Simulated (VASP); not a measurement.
# C (P6_3/mmc) in VASP: further runs

C is run at these levels: PBE; tasks: single point.

The COD entry that gives the cell may itself be a prediction, so a difference from it is no test against experiment.

All numbers are computed with VASP 6.6.1; they aren't measurements. Logs are shortened: lines on timing, memory, paths and dates and some standing lists are left out, and cuts for length are marked.

## Step 1: The cell of the first run

The structure is hexagonal, space group P6_3/mmc (No. 194). Conventional cell: a = 2.388 Å, b = 2.388 Å, c = 12.429 Å, α = 90.00°, β = 90.00°, γ = 120.00°. Within 2.0 Å of C (site symmetry 3m) lie 4 C at 1.47 to 1.57 Å. C (site symmetry 3m) has 4 C at 1.47 to 1.55 Å within 2.0 Å. Within 2.0 Å of C (site symmetry 3m) lie 4 C at 1.47 to 1.55 Å.

## Step 2: Single point, PBE

File INCAR:

```
SYSTEM = C
ALGO     = Normal         ! electronic algorithm
EDIFF    = 1E-6           ! SCF threshold, eV
ENCUT    = 520            ! plane-wave cutoff, eV
GGA      = PE             ! functional
ISIF     = 2              ! what is computed and relaxed
ISMEAR   = 0              ! smearing method
LASPH    = .True.         ! aspherical terms in the spheres
LCHARG   = .False.        ! write CHGCAR
LREAL    = .False.        ! projectors in reciprocal space
LWAVE    = .False.        ! write WAVECAR
NBANDS   = 36             ! bands
NELM     = 100            ! most SCF steps
PREC     = Accurate       ! precision mode
SIGMA    = 0.05           ! smearing width, eV
```

File KPOINTS:

```
k-points
0
Gamma
  12 12 2
  0 0 0
```

File POSCAR:

```
C
1.0
    2.3882000000      0.0000000000      0.0000000000
   -1.1941000000      2.0682418693      0.0000000000
    0.0000000000      0.0000000000     12.4291124965
C
12
Direct
    0.0000000000      0.0000000000      0.1868593266
    0.0000000000      0.0000000000      0.6868593266
    0.0000000000      0.0000000000      0.3131406734
    0.0000000000      0.0000000000      0.8131406734
    0.3333333333      0.6666666667      0.5207665411
    0.6666666667      0.3333333333      0.0207665411
    0.3333333333      0.6666666667      0.9792334589
    0.6666666667      0.3333333333      0.4792334589
    0.3333333333      0.6666666667      0.6450950823
    0.6666666667      0.3333333333      0.1450950823
    0.3333333333      0.6666666667      0.8549049177
    0.6666666667      0.3333333333      0.3549049177
```

Potentials or basis: VASP PAW PBE potentials, release 64 (C).

Command:

```bash
> cat potpaw_PBE.64/C/POTCAR > POTCAR
> mpirun -np 1 vasp_std > vasp.out
```

OUTCAR:

```text
SYSTEM = C
   EDIFF = 1E-6
   ENCUT = 520
   GGA = PE
   ISIF = 2
   ISMEAR = 0
   LASPH = .True.
   LREAL = .False.
   NELM = 100
   PREC = Accurate

 ion  position               nearest neighbor table
   1  0.000  0.000  0.187-  10 1.47  10 1.47  10 1.47   3 1.57
   2  0.000  0.000  0.687-   9 1.47   9 1.47   9 1.47   4 1.57
   3  0.000  0.000  0.313-  12 1.47  12 1.47  12 1.47   1 1.57
   4  0.000  0.000  0.813-  11 1.47  11 1.47  11 1.47   2 1.57
   5  0.333  0.667  0.521-   8 1.47   8 1.47   8 1.47   9 1.55
   6  0.667  0.333  0.021-   7 1.47   7 1.47   7 1.47  10 1.55
   7  0.333  0.667  0.979-   6 1.47   6 1.47   6 1.47  11 1.55
   8  0.667  0.333  0.479-   5 1.47   5 1.47   5 1.47  12 1.55
   9  0.333  0.667  0.645-   2 1.47   2 1.47   2 1.47   5 1.55
  10  0.667  0.333  0.145-   1 1.47   1 1.47   1 1.47   6 1.55
  11  0.333  0.667  0.855-   4 1.47   4 1.47   4 1.47   7 1.55
  12  0.667  0.333  0.355-   3 1.47   3 1.47   3 1.47   8 1.55

  LATTYP: Found a hexagonal cell.
 ALAT       =     2.3882000000
 C/A-ratio  =     5.2043851003

  Lattice vectors:

 A1 = (   2.3882000000,   0.0000000000,   0.0000000000)
 A2 = (  -1.1941000000,   2.0682418693,   0.0000000000)
 A3 = (   0.0000000000,   0.0000000000,  12.4291124965)

Analysis of symmetry for initial positions (statically):
=====================================================================
 Subroutine PRICEL returns:
 Original cell was already a primitive cell.

 Routine SETGRP: Setting up the symmetry group for a
 hexagonal supercell.

 Subroutine GETGRP returns: Found 24 space group operations
 (whereof 12 operations were pure point group operations)
 out of a pool of 24 trial point group operations.

The static configuration has the point symmetry D_3d.
 The point group associated with its full space group is D_6h.

Analysis of symmetry for dynamics (positions and initial velocities):
=====================================================================
 Subroutine PRICEL returns:
 Original cell was already a primitive cell.

 Routine SETGRP: Setting up the symmetry group for a
 hexagonal supercell.

 Subroutine GETGRP returns: Found 24 space group operations
 (whereof 12 operations were pure point group operations)
 out of a pool of 24 trial point group operations.

The dynamic configuration has the point symmetry D_3d.
 The point group associated with its full space group is D_6h.

 Subroutine INISYM returns: Found 24 space group operations
 (whereof 12 operations are pure point group operations),
 and found     1 'primitive' translations

----------------------------------------------------------------------------------------

                                     Primitive cell

  volume of cell :      61.3921

  direct lattice vectors                    reciprocal lattice vectors
     2.388200000  0.000000000  0.000000000     0.418725400  0.241751222  0.000000000
    -1.194100000  2.068241869  0.000000000     0.000000000  0.483502445  0.000000000
     0.000000000  0.000000000 12.429112497     0.000000000  0.000000000  0.080456268

  length of vectors
     2.388200000  2.388200000 12.429112497     0.483502445  0.483502445  0.080456268

  position of ions in fractional coordinates (direct lattice)
     0.000000000  0.000000000  0.186859327
     0.000000000  0.000000000  0.686859327
     0.000000000  0.000000000  0.313140673
     0.000000000  0.000000000  0.813140673
     0.333333333  0.666666667  0.520766541
     0.666666667  0.333333333  0.020766541
     0.333333333  0.666666667  0.979233459
     0.666666667  0.333333333  0.479233459
     0.333333333  0.666666667  0.645095082
     0.666666667  0.333333333  0.145095082
     0.333333333  0.666666667  0.854904918
     0.666666667  0.333333333  0.354904918

  ion indices of the primitive-cell ions
   primitive index   ion index
                 1           1
                 2           2
                 3           3
                 4           4
                 5           5
                 6           6
                 7           7
                 8           8
                 9           9
                10          10
                11          11
                12          12

----------------------------------------------------------------------------------------

 KPOINTS: k-points

Automatic generation of k-mesh.
 Grid dimensions read from file:
 generate k-points for:   12   12    2

 Generating k-lattice:

  Cartesian coordinates                     Fractional coordinates (reciprocal lattice)
     0.034893783  0.020145935  0.000000000     0.083333333  0.000000000  0.000000000
     0.000000000  0.040291870  0.000000000     0.000000000  0.083333333  0.000000000
     0.000000000  0.000000000  0.040228134     0.000000000  0.000000000  0.500000000

  Length of vectors
     0.040291870  0.040291870  0.040228134

  Shift w.r.t. Gamma in fractional coordinates (k-lattice)
     0.000000000  0.000000000  0.000000000

 Subroutine IBZKPT returns following result:
 ===========================================

 Found     38 irreducible k-points:

 Following reciprocal coordinates:
            Coordinates               Weight
  0.000000  0.000000  0.000000      1.000000
  0.083333  0.000000  0.000000      6.000000
  0.166667 -0.000000  0.000000      6.000000
  0.250000  0.000000  0.000000      6.000000
  0.333333  0.000000  0.000000      6.000000
  0.416667  0.000000  0.000000      6.000000
[... 16 lines left out ...]
  0.250000  0.000000  0.500000      6.000000
  0.333333  0.000000  0.500000      6.000000
 [... further k-points ...]
   k-points           NKPTS =     38   k-points in BZ     NKDIM =     38   number of bands    NBANDS=     36
   number of dos      NEDOS =    301   number of ions     NIONS =     12
   total plane-waves  NPLWV =  31104
   dimension x,y,z NGX =    18 NGY =   18 NGZ =   96
   dimension x,y,z NGXF=    36 NGYF=   36 NGZF=  192
   ions per type =              12
   NGX,Y,Z   is equivalent  to a cutoff of  12.53, 12.53, 12.84 a.u.
   NGXF,Y,Z  is equivalent  to a cutoff of  25.06, 25.06, 25.68 a.u.
 SYSTEM =  C
   PREC   = accura    normal or accurate (medium, high low for compatibility)
   ISTART =      0    job   : 0-new  1-cont  2-samecut
   ICHARG =      2    charge: 1-file 2-atom 10-const
   ISPIN  =      1    spin polarized calculation?
   LNONCOLLINEAR =      F non collinear calculations
   LSORBIT =      F    spin-orbit coupling
   LASPH  =      T    aspherical Exc in radial PAW
   ENCUT  =  520.0 eV  38.22 Ry    6.18 a.u.   4.44  4.44 23.11*2*pi/ulx,y,z
   NELM   =    100;   NELMIN=  2; NELMDL= -5     # of ELM steps
   EDIFF  = 0.1E-05   stopping-criterion for ELM
   LREAL  =      F    real-space projection
   EDIFFG = 0.1E-04   stopping-criterion for IOM
   NSW    =      0    number of steps for IOM
   IBRION =     -1    ionic relax: 0-MD 1-quasi-New 2-CG
   NFREE  =      0    steps in history (QN), initial steepest desc. (CG)
   ISIF   =      2    stress and relaxation
   ISYM   =      2    0-nonsym 1-usesym 2-fastsym
   POTIM  = 0.5000    time-step for ionic-motion
   TEBEG  =    0.0;   TEEND  =   0.0 temperature during run
   PSTRESS=    0.0 pullay stress
   NELECT =      48.0000    total number of electrons
   NUPDOWN=      -1.0000    fix difference up-down
   EMIN   =  10.00;   EMAX   =-10.00  energy-range for DOS
   EFERMI =   0.00;   METHOD = LEGACY
   ISMEAR =     0;   SIGMA  =   0.05  broadening in eV -4-tet -1-fermi 0-gaus
   EFERMI_NEDOS =   21; number of points for ismear=-14 and -15
   IALGO  =     38    algorithm
   IMIX   =      4    mixing-type and parameters
     AMIX     =   0.40;   BMIX     =  1.00
     AMIX_MAG =   1.60;   BMIX_MAG =  1.00
  volume/ion in A,a.u.               =       5.12        34.52
  Fermi-wavevector in a.u.,A,eV,Ry     =   1.508173  2.850034 30.947624  2.274586
  Thomas-Fermi vector in A             =   2.618662
   LORBIT       =      0    0 simple, 1 ext, 2 COOP (PROOUT), +10 PAW based schemes
   GGA     = PE    functional components
   LHFCALC =     F    Hartree Fock is set to
   AEXX    =    0.0000 exact exchange contribution
   IVDW    =     0    specifies the selected vdW correction
   LEPSILON=     F    determine dielectric tensor
   LRPA    =     F    only Hartree local field effects (RPA)
 non-spin polarized calculation
 Gauss-broadening in eV      SIGMA  =   0.05
  energy-cutoff  :      520.00
  volume of cell :       61.39
 maximum number of plane-waves:      1697
 NGX is ok and might be reduce to    18
   NGX =  9   NGY =  9   NGZ = 47

 number of electron      48.0000010 magnetization

 Free energy of the ion-electron system (eV)
  ---------------------------------------------------
  ext. energy  EPLUGINS =         0.00000000
  ---------------------------------------------------
  free energy    TOTEN  =      -107.30297879 eV

  energy without entropy =     -107.30297879  energy(sigma->0) =     -107.30297879

 E-fermi :  11.7090     XC(G=0): -13.7750

 val. band max:       11.4156082800   @ k =   0.0000   0.0000   0.0000
 cond. band min:      15.7340279547   @ k =   0.0000   0.0000   0.0000
 fundamental gap:      4.3184196747
 Fermi energy:        11.7090200828

 k-point     1 :       0.0000    0.0000    0.0000
  band No.  band energies     occupation
      1     -11.6602      2.00000
      2     -10.9532      2.00000
      3     -10.8586      2.00000
      4      -8.7361      2.00000
      5      -8.6714      2.00000
      6      -6.1389      2.00000
[... 28 lines left out ...]
     35      20.1132      0.00000
     36      20.7455      0.00000
[... 866 lines left out ...]
      6      -4.4022      2.00000
[... 28 lines left out ...]
     35      21.4049      0.00000
     36      21.4049      0.00000

 [... further k-points ...]

------------------------ aborting loop because EDIFF is reached ----------------------------------------

  FORCE on cell =-STRESS in cart. coord.  units (eV):
  Direction    XX          YY          ZZ          XY          YZ          ZX
  --------------------------------------------------------------------------------------
  -------------------------------------------------------------------------------------
  Total       33.0632560     33.0632560      2.7440547      0.0000000      0.0000000      0.0000000
  in kB      862.8674053    862.8674053     71.6128925      0.0000000      0.0000000      0.0000000
  external PRESSURE =     599.1159010 kB  Pullay stress =       0.0000000 kB

 VOLUME and BASIS-vectors are now :
 -----------------------------------------------------------------------------
  energy-cutoff  :      520.00
  volume of cell :       61.39
      direct lattice vectors                 reciprocal lattice vectors
     2.388200000  0.000000000  0.000000000     0.418725400  0.241751222  0.000000000
    -1.194100000  2.068241869  0.000000000     0.000000000  0.483502445  0.000000000
     0.000000000  0.000000000 12.429112497     0.000000000  0.000000000  0.080456268

 POSITION                                       TOTAL-FORCE (eV/Angst)
 -----------------------------------------------------------------------------------
      0.00000      0.00000      2.32250        -0.000000      0.000000      0.451827
      0.00000      0.00000      8.53705         0.000000     -0.000000      0.451827
      0.00000      0.00000      3.89206        -0.000000      0.000000     -0.451827
      0.00000      0.00000     10.10662         0.000000     -0.000000     -0.451827
     -0.00000      1.37883      6.47267        -0.000000     -0.000000      0.420163
      1.19410      0.68941      0.25811         0.000000      0.000000      0.420163
     -0.00000      1.37883     12.17100         0.000000     -0.000000     -0.420163
      1.19410      0.68941      5.95645        -0.000000      0.000000     -0.420163
     -0.00000      1.37883      8.01796         0.000000      0.000000     -0.332032
      1.19410      0.68941      1.80340        -0.000000     -0.000000     -0.332032
     -0.00000      1.37883     10.62571         0.000000      0.000000      0.332032
      1.19410      0.68941      4.41115        -0.000000     -0.000000      0.332032
 -----------------------------------------------------------------------------------
    total drift:                                0.000000     -0.000000      0.000000

  FREE ENERGIE OF THE ION-ELECTRON SYSTEM (eV)
  ---------------------------------------------------
  free  energy   TOTEN  =      -107.3029787860 eV

  energy  without entropy=     -107.3029787860  energy(sigma->0) =     -107.30297879
```

Run time: 37 s. Hardware: 1 thread of Intel Xeon 6975P-C (Granite Rapids), shared host; peak memory 0.19 GiB.

What came out:

* Free energy: -107.3030 eV
* Pressure: 59.9 GPa
* Largest force: 0.452 eV/Å
* Band gap on the k mesh: 4.32 eV, direct

Forces on the atoms (eV/Å):
```
C    0.000  0.000  0.452
C    0.000  0.000  0.452
C    0.000  0.000 -0.452
C    0.000  0.000 -0.452
C    0.000  0.000  0.420
C    0.000  0.000  0.420
C    0.000  0.000 -0.420
C    0.000  0.000 -0.420
C    0.000  0.000 -0.332
C    0.000  0.000 -0.332
C    0.000  0.000  0.332
C    0.000  0.000  0.332
```

[end of part 1 of 2]
